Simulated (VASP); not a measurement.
# Ta (Fd-3m) in VASP: single point with LDA

Aim: the single point of Ta with LDA.

Everything below comes from runs of VASP 6.6.1. Logs are shortened: lines on timing, memory, paths and dates and some standing lists are left out, and cuts for length are marked.

**1. The cell of the first run**

It takes space group Fd-3m (No. 227, cubic). The conventional cell has a = 5.935 Å, b = 5.935 Å, c = 5.935 Å, α = 90.00°, β = 90.00°, γ = 90.00°. Ta (site symmetry -43m) has 4 Ta at 2.57 Å within 3.4 Å.

**2. Single point, LDA**

INCAR

```
SYSTEM = Ta
  PREC = Accurate
  ENCUT = 520
  EDIFF = 1E-7
  ISMEAR = -1
  SIGMA = 0.13605693000000002
  LREAL = .FALSE.
  LASPH = .TRUE.
  NELM = 80
  ALGO = Normal
  ISIF = 2
  LWAVE = .FALSE.
  LCHARG = .FALSE.
  NBANDS = 18
```

KPOINTS

```
regular mesh
0
G
  8 8 8
  0 0 0
```

POSCAR

```
Ta
1.0
    0.0000000000      2.9677281617      2.9677281617
    2.9677281617      0.0000000000      2.9677281617
    2.9677281617      2.9677281617      0.0000000000
Ta
2
Direct
    0.0000000000      0.0000000000      0.0000000000
    0.2500000000      0.2500000000      0.2500000000
```

Potentials or basis: VASP PAW LDA potentials, release 64 (Ta_pv).

The run is started by

```bash
$ cat potpaw_LDA.64/Ta_pv/POTCAR > POTCAR
$ mpirun -np 1 vasp_std > vasp.out
```

OUTCAR:

```text
SYSTEM = Ta
   PREC = Accurate
   ENCUT = 520
   EDIFF = 1E-7
   ISMEAR = -1
   LREAL = .FALSE.
   LASPH = .TRUE.
   NELM = 80
   ISIF = 2

 ion  position               nearest neighbor table
   1  0.000  0.000  0.000-   2 2.57   2 2.57   2 2.57   2 2.57
   2  0.250  0.250  0.250-   1 2.57   1 2.57   1 2.57   1 2.57

  LATTYP: Found a face centered cubic cell.
 ALAT       =     5.9354563234

  Lattice vectors:

 A1 = (   0.0000000000,   2.9677281617,   2.9677281617)
 A2 = (   2.9677281617,   0.0000000000,   2.9677281617)
 A3 = (   2.9677281617,   2.9677281617,   0.0000000000)

Analysis of symmetry for initial positions (statically):
=====================================================================
 Subroutine PRICEL returns:
 Original cell was already a primitive cell.

 Routine SETGRP: Setting up the symmetry group for a
 face centered cubic supercell.

 Subroutine GETGRP returns: Found 48 space group operations
 (whereof 24 operations were pure point group operations)
 out of a pool of 48 trial point group operations.

The static configuration has the point symmetry T_d .
 The point group associated with its full space group is O_h .

Analysis of symmetry for dynamics (positions and initial velocities):
=====================================================================
 Subroutine PRICEL returns:
 Original cell was already a primitive cell.

 Routine SETGRP: Setting up the symmetry group for a
 face centered cubic supercell.

 Subroutine GETGRP returns: Found 48 space group operations
 (whereof 24 operations were pure point group operations)
 out of a pool of 48 trial point group operations.

The dynamic configuration has the point symmetry T_d .
 The point group associated with its full space group is O_h .

 Subroutine INISYM returns: Found 48 space group operations
 (whereof 24 operations are pure point group operations),
 and found     1 'primitive' translations

----------------------------------------------------------------------------------------

                                     Primitive cell

  volume of cell :      52.2760

  direct lattice vectors                    reciprocal lattice vectors
     0.000000000  2.967728162  2.967728162    -0.168479043  0.168479043  0.168479043
     2.967728162  0.000000000  2.967728162     0.168479043 -0.168479043  0.168479043
     2.967728162  2.967728162  0.000000000     0.168479043  0.168479043 -0.168479043

[... 73 lines left out ...]
 SYSTEM =  Ta
   PREC   = accura    normal or accurate (medium, high low for compatibility)
   ISTART =      0    job   : 0-new  1-cont  2-samecut
   ICHARG =      2    charge: 1-file 2-atom 10-const
   ISPIN  =      1    spin polarized calculation?
   LNONCOLLINEAR =      F non collinear calculations
   LSORBIT =      F    spin-orbit coupling
   LASPH  =      T    aspherical Exc in radial PAW
   ENCUT  =  520.0 eV  38.22 Ry    6.18 a.u.   7.80  7.80  7.80*2*pi/ulx,y,z
   NELM   =     80;   NELMIN=  2; NELMDL= -5     # of ELM steps
   EDIFF  = 0.1E-06   stopping-criterion for ELM
   LREAL  =      F    real-space projection
   EDIFFG = 0.1E-05   stopping-criterion for IOM
   NSW    =      0    number of steps for IOM
   IBRION =     -1    ionic relax: 0-MD 1-quasi-New 2-CG
   NFREE  =      0    steps in history (QN), initial steepest desc. (CG)
   ISIF   =      2    stress and relaxation
   ISYM   =      2    0-nonsym 1-usesym 2-fastsym
   POTIM  = 0.5000    time-step for ionic-motion
   TEBEG  =    0.0;   TEEND  =   0.0 temperature during run
   PSTRESS=    0.0 pullay stress
   NELECT =      22.0000    total number of electrons
   NUPDOWN=      -1.0000    fix difference up-down
   EMIN   =  10.00;   EMAX   =-10.00  energy-range for DOS
   EFERMI =   0.00;   METHOD = LEGACY
   ISMEAR =    -1;   SIGMA  =   0.14  broadening in eV -4-tet -1-fermi 0-gaus
   EFERMI_NEDOS =   21; number of points for ismear=-14 and -15
   IALGO  =     38    algorithm
   IMIX   =      4    mixing-type and parameters
     AMIX     =   0.40;   BMIX     =  1.00
     AMIX_MAG =   1.60;   BMIX_MAG =  1.00
  volume/ion in A,a.u.               =      26.14       176.39
  Fermi-wavevector in a.u.,A,eV,Ry     =   1.226822  2.318358 20.478028  1.505093
  Thomas-Fermi vector in A             =   2.361809
   LORBIT       =      0    0 simple, 1 ext, 2 COOP (PROOUT), +10 PAW based schemes
   GGA     = CA    functional components
   LHFCALC =     F    Hartree Fock is set to
   AEXX    =    0.0000 exact exchange contribution
   IVDW    =     0    specifies the selected vdW correction
   LEPSILON=     F    determine dielectric tensor
   LRPA    =     F    only Hartree local field effects (RPA)
 non-spin polarized calculation
  energy-cutoff  :      520.00
  volume of cell :       52.28
 maximum number of plane-waves:      1424
   NGX = 15   NGY = 15   NGZ = 15

 number of electron      22.0000000 magnetization

 Free energy of the ion-electron system (eV)
  ---------------------------------------------------
  ext. energy  EPLUGINS =         0.00000000
  ---------------------------------------------------
  free energy    TOTEN  =       -19.79206304 eV

  energy without entropy =      -19.56270563  energy(sigma->0) =      -19.67738433

 E-fermi :   2.3605     XC(G=0): -10.5811

 val. band max:        2.3236749745   @ k =   0.3750   0.2500   0.0000
 cond. band min:       2.3724010478   @ k =   0.3750   0.0000   0.0000
 fundamental gap:      0.0487260734
 Fermi energy:         2.3605262802

 k-point     1 :       0.0000    0.0000    0.0000
  band No.  band energies     occupation
      1     -31.6417      2.00000
      2     -31.6417      2.00000
      3     -31.6417      2.00000
      4     -30.6334      2.00000
      5     -30.6334      2.00000
      6     -30.6334      2.00000
[... 481 lines left out ...]
      5     -30.4623      2.00000
      6     -30.4043      2.00000
[... 10 lines left out ...]
     17       7.7874      0.00000
     18       7.8883      0.00000

 [... further k-points ...]
[... 5 lines left out ...]
  --------------------------------------------------------------------------------------
  -------------------------------------------------------------------------------------
  Total        0.1167631      0.1167631      0.1167631      0.0000000      0.0000000      0.0000000
  in kB        3.5786059      3.5786059      3.5786059      0.0000000      0.0000000      0.0000000
  external PRESSURE =       3.5786059 kB  Pullay stress =       0.0000000 kB

 VOLUME and BASIS-vectors are now :
 -----------------------------------------------------------------------------
  energy-cutoff  :      520.00
  volume of cell :       52.28
      direct lattice vectors                 reciprocal lattice vectors
     0.000000000  2.967728162  2.967728162    -0.168479043  0.168479043  0.168479043
     2.967728162  0.000000000  2.967728162     0.168479043 -0.168479043  0.168479043
     2.967728162  2.967728162  0.000000000     0.168479043  0.168479043 -0.168479043

 POSITION                                       TOTAL-FORCE (eV/Angst)
 -----------------------------------------------------------------------------------
      0.00000      0.00000      0.00000         0.000000      0.000000      0.000000
      1.48386      1.48386      1.48386        -0.000000     -0.000000     -0.000000
 -----------------------------------------------------------------------------------
    total drift:                               -0.000000      0.000000      0.000000

  FREE ENERGIE OF THE ION-ELECTRON SYSTEM (eV)
  ---------------------------------------------------
  free  energy   TOTEN  =       -19.7920630375 eV

  energy  without entropy=      -19.5627056283  energy(sigma->0) =      -19.67738433
```

OSZICAR:

```text
N       E                     dE             d eps       ncg     rms          rms(c)
DAV:   1     0.177964350040E+03    0.17796E+03   -0.12247E+04  1044   0.117E+03
DAV:   2    -0.154050174727E+02   -0.19337E+03   -0.18983E+03  1296   0.340E+02
DAV:   3    -0.200883677729E+02   -0.46834E+01   -0.45768E+01  1328   0.499E+01
DAV:   4    -0.201358196228E+02   -0.47452E-01   -0.47235E-01  1268   0.526E+00
DAV:   5    -0.201363900791E+02   -0.57046E-03   -0.57030E-03  1290   0.534E-01    0.138E+01
DAV:   6    -0.198763613379E+02    0.26003E+00   -0.31613E-01  1328   0.416E+00    0.726E+00
DAV:   7    -0.197962322326E+02    0.80129E-01   -0.15860E-01  1312   0.322E+00    0.840E-01
DAV:   8    -0.197920451462E+02    0.41871E-02   -0.12921E-02  1172   0.683E-01    0.887E-02
DAV:   9    -0.197920608980E+02   -0.15752E-04   -0.23693E-04  1214   0.101E-01    0.409E-02
DAV:  10    -0.197920633118E+02   -0.24138E-05   -0.17600E-05  1278   0.362E-02    0.593E-03
DAV:  11    -0.197920630423E+02    0.26950E-06   -0.59577E-07  1252   0.556E-03    0.255E-03
DAV:  12    -0.197920630375E+02    0.47244E-08   -0.52314E-08   618   0.200E-03
   1 F= -.19792063E+02 E0= -.19677384E+02  d E =-.229357E+00
```

Run time: 14 s. Hardware: 1 thread of Intel Xeon Platinum 8488C (Sapphire Rapids), shared host; peak memory 0.16 GiB.

Results:

```yaml
Free_energy: -19.7921 eV
Pressure: 0.4 GPa
Band_gap_on_the_k_mesh: zero (band 11 reaches 2.96 eV, above the bottom of band 12 at 1.90 eV)
```

Levels at points of the mesh, in eV from the Fermi level:
```tsv
k point	band 8	band 9	band 10	band 11	band 12	band 13	band 14	band 15
(0.00, 0.00, 0.00)	-1.23	-1.23	-0.32	-0.32	-0.32	2.13	2.13	2.13
(0.50, 0.00, 0.00)	-1.40	-1.07	-1.07	-0.46	-0.46	0.06	3.42	3.42
(0.50, 0.50, 0.00)	-2.25	-0.85	-0.85	-0.35	-0.35	1.80	1.80	4.69
```

Caveat: spin-orbit coupling is left out, which moves the levels of the heavy elements.
